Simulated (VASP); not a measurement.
# PbS (P4/nmm) in VASP: further runs, part 2 of 2

VASP 6.6.1.

## Step 4: Single point, PBE

The input, INCAR:

```
PREC = Accurate ; ENCUT = 520
EDIFF = 1E-7 ; ISMEAR = 0
SIGMA = 0.02 ; LREAL = False
LASPH = True ; NELM = 100
ALGO = Normal ; ISIF = 2
LWAVE = False ; LCHARG = True
GGA = PE ; LELF = True
LVHAR = True ; NBANDS = 28
```

The input, KPOINTS:

```
regular mesh
0
Gamma
  8 8 6
```

The input, POSCAR:

```
PbS
1.0
    4.2480534138      0.0000000000      0.0000000000
    0.0000000000      4.2480534138      0.0000000000
    0.0000000000      0.0000000000      6.0090997648
Pb S
2 2
Direct
    0.5000000000      0.0000000000      0.7488913845
    0.0000000000      0.5000000000      0.2511086155
    0.5000000000      0.0000000000      0.2514106328
    0.0000000000      0.5000000000      0.7485893672
```

Potentials or basis: VASP PAW PBE potentials, release 64 (Pb_d, S).

Run with:

```bash
> cat potpaw_PBE.64/Pb_d/POTCAR potpaw_PBE.64/S/POTCAR > POTCAR
> mpirun -np 1 vasp_std > vasp.out
```

OUTCAR:

```text
PREC = Accurate
   ENCUT = 520
   EDIFF = 1E-7
   ISMEAR = 0
   LREAL = False
   LASPH = True
   NELM = 100
   ISIF = 2
   GGA = PE

 ion  position               nearest neighbor table
   1  0.500  0.000  0.749-   3 2.99   4 3.00   4 3.00   4 3.00   4 3.00   3 3.02
   2  0.000  0.500  0.251-   4 2.99   3 3.00   3 3.00   3 3.00   3 3.00   4 3.02
   3  0.500  0.000  0.251-   1 2.99   2 3.00   2 3.00   2 3.00   2 3.00   1 3.02
   4  0.000  0.500  0.749-   2 2.99   1 3.00   1 3.00   1 3.00   1 3.00   2 3.02

  LATTYP: Found a simple tetragonal cell.
 ALAT       =     4.2480534138
 C/A-ratio  =     1.4145537213

  Lattice vectors:

 A1 = (   4.2480534138,   0.0000000000,   0.0000000000)
 A2 = (   0.0000000000,   4.2480534138,   0.0000000000)
 A3 = (   0.0000000000,   0.0000000000,   6.0090997648)

Analysis of symmetry for initial positions (statically):
=====================================================================
 Subroutine PRICEL returns:
 Original cell was already a primitive cell.

 Routine SETGRP: Setting up the symmetry group for a
 simple tetragonal supercell.

 Subroutine GETGRP returns: Found 16 space group operations
 (whereof  8 operations were pure point group operations)
 out of a pool of 16 trial point group operations.

The static configuration has the point symmetry D_2d.
 The point group associated with its full space group is D_4h.

Analysis of symmetry for dynamics (positions and initial velocities):
=====================================================================
 Subroutine PRICEL returns:
 Original cell was already a primitive cell.

 Routine SETGRP: Setting up the symmetry group for a
 simple tetragonal supercell.

 Subroutine GETGRP returns: Found 16 space group operations
 (whereof  8 operations were pure point group operations)
 out of a pool of 16 trial point group operations.

The dynamic configuration has the point symmetry D_2d.
 The point group associated with its full space group is D_4h.

 Subroutine INISYM returns: Found 16 space group operations
 (whereof  8 operations are pure point group operations),
 and found     1 'primitive' translations

----------------------------------------------------------------------------------------

                                     Primitive cell

  volume of cell :     108.4400

  direct lattice vectors                    reciprocal lattice vectors
     4.248053414  0.000000000  0.000000000     0.235401937  0.000000000  0.000000000
     0.000000000  4.248053414  0.000000000     0.000000000  0.235401937  0.000000000
     0.000000000  0.000000000  6.009099765     0.000000000  0.000000000  0.166414278

  length of vectors
     4.248053414  4.248053414  6.009099765     0.235401937  0.235401937  0.166414278

  position of ions in fractional coordinates (direct lattice)
     0.500000000  0.000000000  0.748891384
     0.000000000  0.500000000  0.251108616
     0.500000000  0.000000000  0.251410633
     0.000000000  0.500000000  0.748589367

  ion indices of the primitive-cell ions
   primitive index   ion index
                 1           1
                 2           2
                 3           3
                 4           4

----------------------------------------------------------------------------------------

 KPOINTS: regular mesh

Automatic generation of k-mesh.
 Grid dimensions read from file:
 generate k-points for:    8    8    6

 Generating k-lattice:

  Cartesian coordinates                     Fractional coordinates (reciprocal lattice)
     0.029425242  0.000000000  0.000000000     0.125000000  0.000000000  0.000000000
     0.000000000  0.029425242  0.000000000     0.000000000  0.125000000  0.000000000
     0.000000000  0.000000000  0.027735713     0.000000000  0.000000000  0.166666667

  Length of vectors
     0.029425242  0.029425242  0.027735713

  Shift w.r.t. Gamma in fractional coordinates (k-lattice)
     0.000000000  0.000000000  0.000000000

 Subroutine IBZKPT returns following result:
 ===========================================

 Found     60 irreducible k-points:

 Following reciprocal coordinates:
            Coordinates               Weight
  0.000000  0.000000  0.000000      1.000000
  0.125000  0.000000  0.000000      4.000000
  0.250000  0.000000  0.000000      4.000000
  0.375000  0.000000  0.000000      4.000000
  0.500000  0.000000  0.000000      2.000000
  0.125000  0.125000  0.000000      4.000000
[... 16 lines left out ...]
  0.375000  0.125000  0.166667     16.000000
  0.500000  0.125000  0.166667      8.000000
 [... further k-points ...]
   k-points           NKPTS =     60   k-points in BZ     NKDIM =     60   number of bands    NBANDS=     28
   number of dos      NEDOS =    301   number of ions     NIONS =      4
   total plane-waves  NPLWV =  49152
   dimension x,y,z NGX =    32 NGY =   32 NGZ =   48
   dimension x,y,z NGXF=    64 NGYF=   64 NGZF=   96
   ions per type =               2   2
   NGX,Y,Z   is equivalent  to a cutoff of  12.52, 12.52, 13.28 a.u.
   NGXF,Y,Z  is equivalent  to a cutoff of  25.05, 25.05, 26.56 a.u.
 SYSTEM =  unknown system
   PREC   = accura    normal or accurate (medium, high low for compatibility)
   ISTART =      0    job   : 0-new  1-cont  2-samecut
   ICHARG =      2    charge: 1-file 2-atom 10-const
   ISPIN  =      1    spin polarized calculation?
   LNONCOLLINEAR =      F non collinear calculations
   LSORBIT =      F    spin-orbit coupling
   LASPH  =      T    aspherical Exc in radial PAW
   ENCUT  =  520.0 eV  38.22 Ry    6.18 a.u.   7.90  7.90 11.17*2*pi/ulx,y,z
   NELM   =    100;   NELMIN=  2; NELMDL= -5     # of ELM steps
   EDIFF  = 0.1E-06   stopping-criterion for ELM
   LREAL  =      F    real-space projection
   EDIFFG = 0.1E-05   stopping-criterion for IOM
   NSW    =      0    number of steps for IOM
   IBRION =     -1    ionic relax: 0-MD 1-quasi-New 2-CG
   NFREE  =      0    steps in history (QN), initial steepest desc. (CG)
   ISIF   =      2    stress and relaxation
   ISYM   =      2    0-nonsym 1-usesym 2-fastsym
   POTIM  = 0.5000    time-step for ionic-motion
   TEBEG  =    0.0;   TEEND  =   0.0 temperature during run
   PSTRESS=    0.0 pullay stress
   NELECT =      40.0000    total number of electrons
   NUPDOWN=      -1.0000    fix difference up-down
   EMIN   =  10.00;   EMAX   =-10.00  energy-range for DOS
   EFERMI =   0.00;   METHOD = LEGACY
   ISMEAR =     0;   SIGMA  =   0.02  broadening in eV -4-tet -1-fermi 0-gaus
   EFERMI_NEDOS =   21; number of points for ismear=-14 and -15
   IALGO  =     38    algorithm
   IMIX   =      4    mixing-type and parameters
     AMIX     =   0.40;   BMIX     =  1.00
     AMIX_MAG =   1.60;   BMIX_MAG =  1.00
  volume/ion in A,a.u.               =      27.11       182.95
  Fermi-wavevector in a.u.,A,eV,Ry     =   1.174082  2.218693 18.755199  1.378468
  Thomas-Fermi vector in A             =   2.310485
   LORBIT       =      0    0 simple, 1 ext, 2 COOP (PROOUT), +10 PAW based schemes
   GGA     = PE    functional components
   LHFCALC =     F    Hartree Fock is set to
   AEXX    =    0.0000 exact exchange contribution
   IVDW    =     0    specifies the selected vdW correction
   LEPSILON=     F    determine dielectric tensor
   LRPA    =     F    only Hartree local field effects (RPA)
 non-spin polarized calculation
 Gauss-broadening in eV      SIGMA  =   0.02
  energy-cutoff  :      520.00
  volume of cell :      108.44
 maximum number of plane-waves:      2952
 NGX is ok and might be reduce to    32
   NGX = 15   NGY = 15   NGZ = 23

 number of electron      40.0000011 magnetization

 Free energy of the ion-electron system (eV)
  ---------------------------------------------------
  ext. energy  EPLUGINS =         0.00000000
  ---------------------------------------------------
  free energy    TOTEN  =       -17.53881743 eV

  energy without entropy =      -17.53881743  energy(sigma->0) =      -17.53881743

 E-fermi :   5.4129     XC(G=0):  -9.5019

 val. band max:        5.2853574642   @ k =   0.5000   0.0000   0.5000
 cond. band min:       5.7860172427   @ k =   0.5000   0.0000   0.5000
 fundamental gap:      0.5006597786
 Fermi energy:         5.4129164334

 k-point     1 :       0.0000    0.0000    0.0000
  band No.  band energies     occupation
      1     -11.5499      2.00000
      2     -11.4629      2.00000
      3     -11.4416      2.00000
      4     -11.4416      2.00000
      5     -11.4415      2.00000
      6     -11.4244      2.00000
[... 20 lines left out ...]
     27      10.8635      0.00000
[... 691 lines left out ...]
      6     -11.4334      2.00000
[... 20 lines left out ...]
     27      12.4138      0.00000
     28      12.4138      0.00000

 [... further k-points ...]
[... 5 lines left out ...]
  --------------------------------------------------------------------------------------
  -------------------------------------------------------------------------------------
  Total       -0.0294186     -0.0294186     -0.0241623      0.0000000      0.0000000      0.0000000
  in kB       -0.4346538     -0.4346538     -0.3569926      0.0000000      0.0000000      0.0000000
  external PRESSURE =      -0.4087667 kB  Pullay stress =       0.0000000 kB

 VOLUME and BASIS-vectors are now :
 -----------------------------------------------------------------------------
  energy-cutoff  :      520.00
  volume of cell :      108.44
      direct lattice vectors                 reciprocal lattice vectors
     4.248053414  0.000000000  0.000000000     0.235401937  0.000000000  0.000000000
     0.000000000  4.248053414  0.000000000     0.000000000  0.235401937  0.000000000
     0.000000000  0.000000000  6.009099765     0.000000000  0.000000000  0.166414278

 POSITION                                       TOTAL-FORCE (eV/Angst)
 -----------------------------------------------------------------------------------
      2.12403      0.00000      4.50016        -0.000000      0.000000      0.007932
      0.00000      2.12403      1.50894         0.000000      0.000000     -0.007932
      2.12403      0.00000      1.51075         0.000000      0.000000     -0.005805
      0.00000      2.12403      4.49835         0.000000      0.000000      0.005805
 -----------------------------------------------------------------------------------
    total drift:                                0.000000      0.000000     -0.000000

  FREE ENERGIE OF THE ION-ELECTRON SYSTEM (eV)
  ---------------------------------------------------
  free  energy   TOTEN  =       -17.5388174296 eV

  energy  without entropy=      -17.5388174296  energy(sigma->0) =      -17.53881743
```

stdout:

```text
POSCAR found type information on POSCAR PbS
 POSCAR found :  2 types and       4 ions
 scaLAPACK will be used
 LDA part: xc-table for (Slater+PW92), standard interpolation
 POSCAR, INCAR and KPOINTS ok, starting setup
 FFT: planning ... GRIDC
 FFT: planning ... GRID_SOFT
 FFT: planning ... GRID
 WAVECAR not read
 entering main loop
```

It took 2.2 min on 1 thread of AMD EPYC 7R43 (Zen 3), shared host; peak memory 0.26 GiB.

What came out:

```yaml
Free_energy: -17.5388 eV
Pressure: 0.0 GPa
Largest_force: 0.008 eV/Å
Band_gap_on_the_k_mesh: 0.50 eV
```

Forces in eV/Å, atoms in the order of the input:
```
Pb   0.000  0.000  0.008
Pb   0.000  0.000 -0.008
S    0.000  0.000 -0.006
S    0.000  0.000  0.006
```

Caveat: spin-orbit coupling is left out, which moves the levels of the heavy elements.

## Step 5: Single point, PBE

The input, INCAR:

```
SYSTEM = PbS
PREC     = Accurate       ! precision mode
ENCUT    = 520            ! plane-wave cutoff, eV
EDIFF    = 1E-7           ! SCF threshold, eV
ISMEAR   = 0              ! smearing method
SIGMA    = 0.02           ! smearing width, eV
LREAL    = .FALSE.        ! projectors in reciprocal space
LASPH    = .TRUE.         ! aspherical terms in the spheres
NELM     = 100            ! most SCF steps
ALGO     = Normal         ! electronic algorithm
ISIF     = 2              ! what is computed and relaxed
LWAVE    = .FALSE.        ! write WAVECAR
LCHARG   = .TRUE.         ! write CHGCAR
GGA      = PE             ! functional
LELF     = .TRUE.         ! ELF
LVHAR    = .TRUE.       
NBANDS   = 28             ! bands
```

The input, KPOINTS:

```
Automatic mesh
0
G
  8 8 6
  0 0 0
```

POSCAR is that of step 4.

Run with:

```bash
> cat potpaw_PBE.64/Pb_d/POTCAR potpaw_PBE.64/S/POTCAR > POTCAR
> mpirun -np 1 vasp_std > vasp.out
```

It took 2.5 min on 1 thread of AMD EPYC 7R43 (Zen 3), shared host; peak memory 0.27 GiB.

Results (log left out):

* Free energy: -17.5388 eV
* Pressure: 0.0 GPa
* Largest force: 0.008 eV/Å
* Band gap on the k mesh: 0.50 eV

Forces in eV/Å, atoms in the order of the input:
```
Pb   0.000  0.000  0.008
Pb   0.000  0.000 -0.008
S    0.000  0.000 -0.006
S    0.000  0.000  0.006
```

Levels at points of the mesh, in eV from the valence-band top:
```tsv
k point	band 17	band 18	band 19	band 20	band 21	band 22	band 23	band 24
(0.00, 0.00, 0.00)	-3.15	-1.95	-1.95	-1.94	4.07	5.13	5.14	5.14
(0.50, 0.00, 0.00)	-1.69	-1.69	-0.72	-0.72	1.51	1.51	2.52	2.52
(0.50, 0.50, 0.00)	-3.16	-3.16	-3.15	-3.15	4.07	4.07	5.49	5.49
(0.00, 0.00, 0.50)	-2.56	-2.56	-1.60	-1.53	2.42	2.52	4.88	4.88
(0.50, 0.00, 0.50)	-1.58	-1.58	0.00	0.00	0.50	0.50	2.08	2.08
(0.50, 0.50, 0.50)	-4.08	-4.08	-0.91	-0.91	2.25	2.25	4.67	4.67
```

Caveat: spin-orbit coupling is left out, which moves the levels of the heavy elements.

## Step 6: Relaxation of shape and atoms at fixed volume, PBE (volume scaled by 0.88)

The input, INCAR:

```
ALGO     = Normal         # electronic algorithm
EDIFF    = 1E-6           # SCF threshold, eV
EDIFFG   = -0.01          # ionic threshold
ENCUT    = 600            # plane-wave cutoff, eV
GGA      = PE             # functional
IBRION   = 2              # ionic algorithm
ISIF     = 4              # what is computed and relaxed
ISMEAR   = 0              # smearing method
LASPH    = True           # aspherical terms in the spheres
LCHARG   = False          # write CHGCAR
LREAL    = False          # projectors in reciprocal space
LWAVE    = False          # write WAVECAR
NELM     = 100            # most SCF steps
NSW      = 50             # ionic steps
PREC     = Accurate       # precision mode
SIGMA    = 0.02           # smearing width, eV
```

The input, KPOINTS:

```
k-points
0
Gamma
  8 8 6
```

The input, POSCAR:

```
PbS
1.0
    4.0708522050      0.0000000000      0.0000000000
    0.0000000000      4.0708522050      0.0000000000
    0.0000000000      0.0000000000      5.7583936909
Pb S
2 2
Direct
    0.5000000000      0.0000000000      0.7499564470
    0.0000000000      0.5000000000      0.2500435530
    0.5000000000      0.0000000000      0.2506455148
    0.0000000000      0.5000000000      0.7493544852
```

Potentials or basis: VASP PAW PBE potentials, release 64 (Pb_d, S).

Run with:

```bash
> cat potpaw_PBE.64/Pb_d/POTCAR potpaw_PBE.64/S/POTCAR > POTCAR
> mpirun -np 1 vasp_std > vasp.out
```

Wall time 2.4 min (1 thread of Intel Xeon 6975P-C, shared host); peak memory 0.33 GiB.

It converged, with:

- Free energy: -17.2148 eV
- Pressure after relaxing: 8.8 GPa
- Largest force after relaxing: 0.007 eV/Å
- Band gap on the k mesh: 0.02 eV

Forces on the atoms (eV/Å):
```
Pb   0.000  0.000  0.003
Pb   0.000  0.000 -0.003
S    0.000  0.000  0.007
S    0.000  0.000 -0.007
```

Final structure:
```yaml
crystal:
  lattice:
    - [4.07085, 0.00000, 0.00000]
    - [0.00000, 4.07085, 0.00000]
    - [0.00000, 0.00000, 5.75839]
  atoms:
    - { symbol: Pb, position: [0.50000, 0.00000, 0.74996] }
    - { symbol: Pb, position: [0.00000, 0.50000, 0.25004] }
    - { symbol: S, position: [0.50000, 0.00000, 0.25065] }
    - { symbol: S, position: [0.00000, 0.50000, 0.74935] }
```

Levels at points of the mesh, in eV from the valence-band top:
```
           k point  band 16  band 17  band 18  band 19  band 20  band 21  band 22  band 23  band 24
(0.00, 0.00, 0.00)    -4.17    -4.17    -2.75    -2.75    -2.75     3.34     5.37     5.37     5.37
(0.50, 0.00, 0.00)    -4.46    -2.43    -2.43    -1.02    -1.02     1.24     1.24     2.21     2.21
(0.50, 0.50, 0.00)    -6.12    -4.17    -4.17    -4.17    -4.17     3.34     3.34     5.77     5.77
(0.00, 0.00, 0.50)    -3.49    -3.48    -3.48    -2.13    -2.10     2.32     2.37     4.25     4.26
(0.50, 0.00, 0.50)    -2.28    -2.28    -2.28     0.00     0.00     0.02     0.02     1.63     1.63
(0.50, 0.50, 0.50)    -5.27    -5.26    -5.26    -1.32    -1.32     2.02     2.02     4.52     4.54
```

Caveat: the relaxation stopped at its first step, so nothing moved; spin-orbit coupling is left out, which moves the levels of the heavy elements.

## Step 7: Summary

| task | cell | cutoff (eV) | gap on the mesh (eV) | pressure (GPa) | largest force (eV/Å) |
| --- | --- | --- | --- | --- | --- |
| single point | a = 4.248, b = 4.248, c = 6.009 Å, 4 atoms | 520 | 0.50 | 0.0 | 0.01 |
| relaxation of cell and atoms | relaxed from a = 4.248, b = 4.248, c = 6.009 Å, 4 atoms | 600 | 0.50 | 0.0 | 0.01 |
| relaxation of shape and atoms at fixed volume | relaxed from a = 4.071, b = 4.071, c = 5.758 Å, 4 atoms | 600 | 0.02 | 8.8 | 0.01 |

Alike in all rows: level PBE; potentials or basis VASP PAW PBE potentials, release 64 (Pb_d, S); no spin polarisation; k mesh 8 × 8 × 6; smearing gaussian 0.02 eV.

Caveats: spin-orbit coupling is left out, which moves the levels of the heavy elements; the relaxation stopped at its first step, so nothing moved (some runs).

Total energies depend on the potentials used, so only differences within one code and one set of settings carry meaning.
